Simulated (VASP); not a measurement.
# TaBr4F (F-43m) in VASP: notebook

The runs below take TaBr4F through single point, relaxation of cell and atoms, with PBE.

Everything below comes from runs of VASP 6.6.1. Logs are shortened: lines on timing, memory, paths and dates and some standing lists are left out, and cuts for length are marked.

## (1) The cell of the first run

The structure is cubic, space group F-43m (No. 216). Conventional cell: a = 8.828 Å, b = 8.828 Å, c = 8.828 Å, α = 90.00°, β = 90.00°, γ = 90.00°. Ta (site symmetry -43m) has 4 Br at 1.94 Å within 2.6 Å. Within 2.6 Å of Br (site symmetry 3m) lie 1 Ta at 1.94 Å. F (site symmetry -43m) has 12 Br at 3.65 Å and 6 Ta at 4.41 Å within 4.8 Å.

## (2) Single point, PBE

Contents of INCAR:

```
ALGO = Normal
EDIFF = 1E-7
ENCUT = 520
GGA = PE
ISIF = 2
ISMEAR = 0
LASPH = T
LCHARG = F
LREAL = F
LWAVE = F
NBANDS = 32
NELM = 80
PREC = Accurate
SIGMA = 0.1
```

Contents of KPOINTS:

```
k-points
0
Gamma
  4 4 4
```

Contents of POSCAR:

```
TaBr4F
1.0
    0.0000000000      4.4138701800      4.4138701800
    4.4138701800      0.0000000000      4.4138701800
    4.4138701800      4.4138701800      0.0000000000
Ta Br F
1 4 1
Direct
    0.0000000000      0.0000000000      0.0000000000
    0.6189999900      0.1270000000      0.1270000000
    0.1270000000      0.1270000000      0.1270000000
    0.1270000000      0.6189999900      0.1270000000
    0.1270000000      0.1270000000      0.6189999900
    0.5000000000      0.5000000000      0.5000000000
```

Potentials or basis: VASP PAW PBE potentials, release 64 (Ta_pv, Br, F).

On the command line:

```bash
$ cat potpaw_PBE.64/Ta_pv/POTCAR potpaw_PBE.64/Br/POTCAR potpaw_PBE.64/F/POTCAR > POTCAR
$ mpirun -np 1 vasp_std > vasp.out
```

OUTCAR:

```text
EDIFF = 1E-7
   ENCUT = 520
   GGA = PE
   ISIF = 2
   ISMEAR = 0
   LASPH = T
   LREAL = F
   NELM = 80
   PREC = Accurate

 ion  position               nearest neighbor table
   1  0.000  0.000  0.000-   3 1.94   5 1.94   4 1.94   2 1.94
   2  0.619  0.127  0.127-   1 1.94
   3  0.127  0.127  0.127-   1 1.94
   4  0.127  0.619  0.127-   1 1.94
   5  0.127  0.127  0.619-   1 1.94
   6  0.500  0.500  0.500-

  LATTYP: Found a face centered cubic cell.
 ALAT       =     8.8277403600

  Lattice vectors:

 A1 = (   0.0000000000,   4.4138701800,   4.4138701800)
 A2 = (   4.4138701800,   0.0000000000,   4.4138701800)
 A3 = (   4.4138701800,   4.4138701800,   0.0000000000)

Analysis of symmetry for initial positions (statically):
=====================================================================
 Subroutine PRICEL returns:
 Original cell was already a primitive cell.

 Routine SETGRP: Setting up the symmetry group for a
 face centered cubic supercell.

 Subroutine GETGRP returns: Found 24 space group operations
 (whereof 24 operations were pure point group operations)
 out of a pool of 48 trial point group operations.

The static configuration has the point symmetry T_d .

Analysis of symmetry for dynamics (positions and initial velocities):
=====================================================================
 Subroutine PRICEL returns:
 Original cell was already a primitive cell.

 Routine SETGRP: Setting up the symmetry group for a
 face centered cubic supercell.

 Subroutine GETGRP returns: Found 24 space group operations
 (whereof 24 operations were pure point group operations)
 out of a pool of 48 trial point group operations.

The dynamic configuration has the point symmetry T_d .

 Subroutine INISYM returns: Found 24 space group operations
 (whereof 24 operations are pure point group operations),
 and found     1 'primitive' translations

----------------------------------------------------------------------------------------

                                     Primitive cell

  volume of cell :     171.9842

  direct lattice vectors                    reciprocal lattice vectors
     0.000000000  4.413870180  4.413870180    -0.113279272  0.113279272  0.113279272
     4.413870180  0.000000000  4.413870180     0.113279272 -0.113279272  0.113279272
     4.413870180  4.413870180  0.000000000     0.113279272  0.113279272 -0.113279272

  length of vectors
     6.242155071  6.242155071  6.242155071     0.196205454  0.196205454  0.196205454

  position of ions in fractional coordinates (direct lattice)
     0.000000000  0.000000000  0.000000000
     0.618999990  0.127000000  0.127000000
     0.127000000  0.127000000  0.127000000
     0.127000000  0.618999990  0.127000000
     0.127000000  0.127000000  0.618999990
     0.500000000  0.500000000  0.500000000

  ion indices of the primitive-cell ions
   primitive index   ion index
                 1           1
                 2           2
                 3           3
                 4           4
                 5           5
                 6           6

----------------------------------------------------------------------------------------

 KPOINTS: k-points

Automatic generation of k-mesh.
 Grid dimensions read from file:
 generate k-points for:    4    4    4

 Generating k-lattice:

  Cartesian coordinates                     Fractional coordinates (reciprocal lattice)
    -0.028319818  0.028319818  0.028319818     0.250000000  0.000000000  0.000000000
     0.028319818 -0.028319818  0.028319818     0.000000000  0.250000000  0.000000000
     0.028319818  0.028319818 -0.028319818     0.000000000  0.000000000  0.250000000

  Length of vectors
     0.049051364  0.049051364  0.049051364

  Shift w.r.t. Gamma in fractional coordinates (k-lattice)
     0.000000000  0.000000000  0.000000000

 Subroutine IBZKPT returns following result:
 ===========================================

 Found      8 irreducible k-points:

 Following reciprocal coordinates:
            Coordinates               Weight
  0.000000  0.000000  0.000000      1.000000
  0.250000  0.000000  0.000000      8.000000
  0.500000  0.000000  0.000000      4.000000
  0.250000  0.250000  0.000000      6.000000
  0.500000  0.250000  0.000000     24.000000
 -0.250000  0.250000  0.000000     12.000000
  0.500000  0.500000  0.000000      3.000000
 -0.250000  0.500000  0.250000      6.000000
   k-points           NKPTS =      8   k-points in BZ     NKDIM =      8   number of bands    NBANDS=     32
   number of dos      NEDOS =    301   number of ions     NIONS =      6
   total plane-waves  NPLWV = 110592
   dimension x,y,z NGX =    48 NGY =   48 NGZ =   48
   dimension x,y,z NGXF=    96 NGYF=   96 NGZF=   96
   ions per type =               1   4   1
   NGX,Y,Z   is equivalent  to a cutoff of  12.78, 12.78, 12.78 a.u.
   NGXF,Y,Z  is equivalent  to a cutoff of  25.57, 25.57, 25.57 a.u.
 SYSTEM =  unknown system
[... 47 lines left out ...]

 number of electron      46.0000001 magnetization

 Free energy of the ion-electron system (eV)
  ---------------------------------------------------
  ext. energy  EPLUGINS =         0.00000000
  ---------------------------------------------------
  free energy    TOTEN  =       -11.07614870 eV

  energy without entropy =      -11.07614870  energy(sigma->0) =      -11.07614870

 E-fermi :   1.6992     XC(G=0):  -7.7661

 val. band max:        1.1758334917   @ k =  -0.2500   0.5000   0.2500
 cond. band min:       2.7533459352   @ k =   0.5000   0.5000   0.0000
 fundamental gap:      1.5775124435
 Fermi energy:         1.6992130655

 k-point     1 :       0.0000    0.0000    0.0000
  band No.  band energies     occupation
      1     -34.6074      2.00000
      2     -34.6074      2.00000
      3     -34.6074      2.00000
      4     -17.2288      2.00000
      5     -16.5752      2.00000
      6     -14.8356      2.00000
[... 24 lines left out ...]
     31       7.5024      0.00000
     32       7.5024      0.00000

 k-point     2 :       0.2500    0.0000    0.0000
  band No.  band energies     occupation
      1     -34.6076      2.00000
      2     -34.6074      2.00000
      3     -34.6074      2.00000
      4     -17.2219      2.00000
      5     -16.4385      2.00000
      6     -15.0477      2.00000
[... 24 lines left out ...]
     31       7.9816      0.00000
     32       7.9816      0.00000

 k-point     3 :       0.5000    0.0000    0.0000
  band No.  band energies     occupation
      1     -34.6078      2.00000
      2     -34.6075      2.00000
      3     -34.6075      2.00000
      4     -17.2162      2.00000
      5     -16.2443      2.00000
      6     -15.3138      2.00000
[... 24 lines left out ...]
     31       8.8199      0.00000
     32       8.9756      0.00000

 k-point     4 :       0.2500    0.2500    0.0000
  band No.  band energies     occupation
      1     -34.6076      2.00000
      2     -34.6075      2.00000
      3     -34.6075      2.00000
      4     -17.2205      2.00000
      5     -16.3812      2.00000
      6     -15.1325      2.00000
[... 24 lines left out ...]
     31       8.0647      0.00000
     32       8.0647      0.00000

 k-point     5 :       0.5000    0.2500    0.0000
  band No.  band energies     occupation
      1     -34.6078      2.00000
      2     -34.6075      2.00000
      3     -34.6075      2.00000
      4     -17.2159      2.00000
      5     -16.1429      2.00000
      6     -15.4426      2.00000
[... 24 lines left out ...]
     31       8.6049      0.00000
     32       9.0062      0.00000

 k-point     6 :      -0.2500    0.2500    0.0000
  band No.  band energies     occupation
      1     -34.6078      2.00000
      2     -34.6076      2.00000
      3     -34.6075      2.00000
      4     -17.2169      2.00000
      5     -16.2414      2.00000
      6     -15.3200      2.00000
[... 24 lines left out ...]
     31       8.5584      0.00000
     32       8.8121      0.00000

 k-point     7 :       0.5000    0.5000    0.0000
  band No.  band energies     occupation
      1     -34.6079      2.00000
      2     -34.6076      2.00000
      3     -34.6076      2.00000
      4     -17.2156      2.00000
      5     -15.9856      2.00000
      6     -15.6232      2.00000
[... 24 lines left out ...]
     31       8.8618      0.00000
     32       9.1235      0.00000

 k-point     8 :      -0.2500    0.5000    0.2500
  band No.  band energies     occupation
      1     -34.6079      2.00000
      2     -34.6076      2.00000
      3     -34.6075      2.00000
      4     -17.2151      2.00000
      5     -15.9867      2.00000
      6     -15.6232      2.00000
[... 24 lines left out ...]
     31       8.5403      0.00000
     32       8.9025      0.00000

------------------------ aborting loop because EDIFF is reached ----------------------------------------

  FORCE on cell =-STRESS in cart. coord.  units (eV):
  Direction    XX          YY          ZZ          XY          YZ          ZX
  --------------------------------------------------------------------------------------
  -------------------------------------------------------------------------------------
  Total       55.7706645     55.7706645     55.7706645      0.0000000      0.0000000      0.0000000
  in kB      519.5504665    519.5504665    519.5504665      0.0000000      0.0000000      0.0000000
  external PRESSURE =     519.5504665 kB  Pullay stress =       0.0000000 kB

 VOLUME and BASIS-vectors are now :
 -----------------------------------------------------------------------------
  energy-cutoff  :      520.00
  volume of cell :      171.98
      direct lattice vectors                 reciprocal lattice vectors
     0.000000000  4.413870180  4.413870180    -0.113279272  0.113279272  0.113279272
     4.413870180  0.000000000  4.413870180     0.113279272 -0.113279272  0.113279272
     4.413870180  4.413870180  0.000000000     0.113279272  0.113279272 -0.113279272

 POSITION                                       TOTAL-FORCE (eV/Angst)
 -----------------------------------------------------------------------------------
      0.00000      0.00000      0.00000        -0.000000     -0.000000     -0.000000
      1.12112      3.29275      3.29275        10.787238    -10.787238    -10.787238
      1.12112      1.12112      1.12112        10.787238     10.787238     10.787238
      3.29275      1.12112      3.29275       -10.787238     10.787238    -10.787238
      3.29275      3.29275      1.12112       -10.787238    -10.787238     10.787238
      4.41387      4.41387      4.41387        -0.000000     -0.000000     -0.000000
 -----------------------------------------------------------------------------------
    total drift:                                0.000059      0.000059      0.000059

  FREE ENERGIE OF THE ION-ELECTRON SYSTEM (eV)
  ---------------------------------------------------
  free  energy   TOTEN  =       -11.0761486952 eV

  energy  without entropy=      -11.0761486952  energy(sigma->0) =      -11.07614870
```

Run time: 31 s. Hardware: 1 thread of Intel Xeon 6975P-C (Granite Rapids), shared host; peak memory 0.33 GiB.

What came out:

| Quantity | Value |
| --- | --- |
| Free energy | -11.0761 eV |
| Pressure | 52.0 GPa |
| Largest force | 18.684 eV/Å |
| Band gap on the k mesh | 1.58 eV, indirect (least direct gap 1.59 eV) |

Forces on the atoms (eV/Å):
```
Ta    0.000   0.000   0.000
Br   10.787 -10.787 -10.787
Br   10.787  10.787  10.787
Br  -10.787  10.787 -10.787
Br  -10.787 -10.787  10.787
F     0.000   0.000   0.000
```

Caveat: spin-orbit coupling is left out, which moves the levels of the heavy elements; forces of over 1 eV/Å act on the atoms, so gaps and moduli don't describe the material at rest. A hybrid or GW would open this gap; PBE tends to underestimate it.

## (3) Single point, PBE

This run uses another cell than the first one, of 50.60 Å³/atom, 1.765 times its volume.

Contents of INCAR:

```
  ALGO = Normal
  EDIFF = 1E-7
  ENCUT = 520
  GGA = PE
  ISIF = 2
  ISMEAR = 0
  LASPH = T
  LCHARG = T
  LELF = T
  LREAL = F
  LVHAR = T
  LWAVE = F
  NBANDS = 32
  NELM = 60
  PREC = Accurate
  SIGMA = 0.1
```

KPOINTS is that of step 2.

Contents of POSCAR:

```
TaBr4F
1.0
    0.0000000000      5.3344726257      5.3344726257
    5.3344726257      0.0000000000      5.3344726257
    5.3344726257      5.3344726257      0.0000000000
Ta Br F
1 4 1
Direct
    0.0000000000      0.0000000000      0.0000000000
    0.6171315218      0.1276228261      0.1276228261
    0.1276228261      0.1276228261      0.1276228261
    0.1276228261      0.6171315218      0.1276228261
    0.1276228261      0.1276228261      0.6171315218
    0.5000000000      0.5000000000      0.5000000000
```

Potentials or basis: VASP PAW PBE potentials, release 64 (Ta_pv, Br, F).

On the command line:

```bash
$ cat potpaw_PBE.64/Ta_pv/POTCAR potpaw_PBE.64/Br/POTCAR potpaw_PBE.64/F/POTCAR > POTCAR
$ mpirun -np 1 vasp_std > vasp.out
```

Run time: 90 s. Hardware: 1 thread of Intel Xeon 6975P-C (Granite Rapids), shared host; peak memory 0.46 GiB.

It converged, with:

| Quantity | Value |
| --- | --- |
| Free energy | -24.5518 eV |
| Pressure | 0.3 GPa |
| Largest force | 0.078 eV/Å |
| Band gap on the k mesh | 0.16 eV, indirect (the least direct gap lies 1.1 meV higher) |

Forces on the atoms (eV/Å):
```
Ta   0.000  0.000  0.000
Br   0.045 -0.045 -0.045
Br   0.045  0.045  0.045
Br  -0.045  0.045 -0.045
Br  -0.045 -0.045  0.045
F    0.000  0.000  0.000
```

Levels at points of the mesh, in eV from the valence-band top:
```csv
k point,band 19,band 20,band 21,band 22,band 23,band 24,band 25,band 26,band 27,band 28
"(0.00, 0.00, 0.00)",-3.07,-3.07,-0.01,-0.01,-0.01,0.20,0.20,1.50,1.50,1.50
"(0.50, 0.00, 0.00)",-3.51,-3.07,-0.02,-0.02,-0.01,0.36,0.36,0.85,1.48,1.48
"(0.50, 0.50, 0.00)",-3.40,-3.40,-0.01,0.00,0.00,0.16,0.60,0.93,1.33,1.33
```

Caveat: spin-orbit coupling is left out, which moves the levels of the heavy elements. A k mesh can miss the band edges.

## (4) Relaxation of cell and atoms, PBE

Contents of INCAR:

```
PREC = Accurate ; ENCUT = 600
EDIFF = 1E-6 ; ISMEAR = 0
SIGMA = 0.1 ; LREAL = False
LASPH = True ; NELM = 60
ALGO = Normal ; ISIF = 3
LWAVE = False ; LCHARG = False
GGA = PE ; IBRION = 2
NSW = 90 ; EDIFFG = -0.04
```

Contents of KPOINTS:

```
regular mesh
0
Gamma
  4 4 4
```

Contents of POSCAR:

```
TaBr4F
1.0
    0.0000000000      4.4138701800      4.4138701800
    4.4138701800      0.0000000000      4.4138701800
    4.4138701800      4.4138701800      0.0000000000
Ta Br F
1 4 1
Direct
    0.0000000000      0.0000000000      0.0000000000
    0.6189999900      0.1270000000      0.1270000000
    0.1270000000      0.1270000000      0.1270000000
    0.1270000000      0.6189999900      0.1270000000
    0.1270000000      0.1270000000      0.6189999900
    0.5000000000      0.5000000000      0.5000000000
```

On the command line:

```bash
$ cat potpaw_PBE.64/Ta_pv/POTCAR potpaw_PBE.64/Br/POTCAR potpaw_PBE.64/F/POTCAR > POTCAR
$ mpirun -np 1 vasp_std > vasp.out
```

It took 18 min on 1 thread of Intel Xeon 6975P-C (Granite Rapids), shared host; peak memory 0.4 GiB.

The run converged. Its results:

* Free energy: -24.4334 eV
* Relaxed volume: 48.54 Å³/atom
* Relaxed cell: a = 7.440 Å, b = 7.440 Å, c = 7.440 Å, α = 60.00°, β = 60.00°, γ = 60.00°
* Space group after relaxing (to 0.05 Å): F-43m (No. 216)
* Energy gained by relaxing: 2225.9 meV/atom
* Ionic steps: 21
* Pressure after relaxing: 0.0 GPa
* Band gap on the k mesh: 0.16 eV, indirect (the least direct gap lies 2.1 meV higher)

The path:
```csv
step,energy change (eV),largest force (eV/Å),pressure (GPa),volume (Å³)
1,0.0000,18.6834,51.95,171.98
2,13.1177,14.3150,3.26,522.56
3,6.0478,9.8928,1.90,428.13
4,2.0959,8.5321,3.67,373.90
5,-4.4224,7.8758,-0.63,289.42
6,-9.7487,6.2456,2.41,225.63
7,-10.5991,3.1104,10.02,197.60
8,-10.6203,4.1038,7.56,203.86
9,-10.6308,3.8693,8.15,202.25
10,-12.9210,1.6932,-0.35,256.66
11,-13.0244,1.6063,-1.10,267.80
12,-13.0760,1.5515,-2.20,291.04
13,-13.0796,1.5511,-1.81,281.98
14,-13.2535,0.6187,1.95,267.62
15,-13.3076,0.1793,0.55,272.07
16,-13.3075,0.1472,0.61,271.87
17,-13.3285,0.0923,0.47,276.36
18,-13.3553,0.0459,0.11,290.14
19,-13.3554,0.0516,0.09,290.84
20,-13.3547,0.1000,-0.17,292.07
21,-13.3557,0.0003,0.00,291.25
```

Final structure:
```xyz
6
Lattice="0.0000 5.2611 5.2611 5.2611 0.0000 5.2611 5.2611 5.2611 0.0000" Properties=species:S:1:pos:R:3 pbc="T T T"
Ta    0.0000    0.0000    0.0000
Br    1.3612    3.8999    3.8999
Br    1.3612    1.3612    1.3612
Br    3.8999    1.3612    3.8999
Br    3.8999    3.8999    1.3612
F     5.2611    5.2611    5.2611
```

Levels at points of the mesh, in eV from the valence-band top:
```csv
k point,band 19,band 20,band 21,band 22,band 23,band 24,band 25,band 26,band 27
"(0.00, 0.00, 0.00)",-3.00,-3.00,-0.01,-0.01,-0.01,0.20,0.20,1.55,1.55
"(0.50, 0.00, 0.00)",-3.51,-3.00,-0.02,-0.02,-0.02,0.39,0.39,0.83,1.53
"(0.50, 0.50, 0.00)",-3.38,-3.38,-0.01,0.00,0.00,0.16,0.66,0.92,1.36
```

Caveat: the volume moved by over 15 % at a fixed basis, so the end points are rough; spin-orbit coupling is left out, which moves the levels of the heavy elements. A k mesh can miss the band edges.

## (5) Summary

```csv
task,cell,cutoff (eV),gap on the mesh (eV),pressure (GPa),largest force (eV/Å)
single point,"a = 6.242 Å, angles 60.0°, 6 atoms",520,1.58,52.0,18.68
single point,"a = 7.544 Å, angles 60.0°, 6 atoms",520,0.16,0.3,0.08
relaxation of cell and atoms,"relaxed from a = 6.242 Å, angles 60.0°, 6 atoms",600,0.16,0.0,-
```

Alike in all rows: level PBE; potentials or basis VASP PAW PBE potentials, release 64 (Ta_pv, Br, F); no spin polarisation; k mesh 4 × 4 × 4; smearing gaussian 0.1 eV.

Caveats: spin-orbit coupling is left out, which moves the levels of the heavy elements; forces of over 1 eV/Å act on the atoms, so gaps and moduli don't describe the material at rest (some runs); the volume moved by over 15 % at a fixed basis, so the end points are rough (some runs).

Total energies depend on the potentials used, so only differences within one code and one set of settings carry meaning.
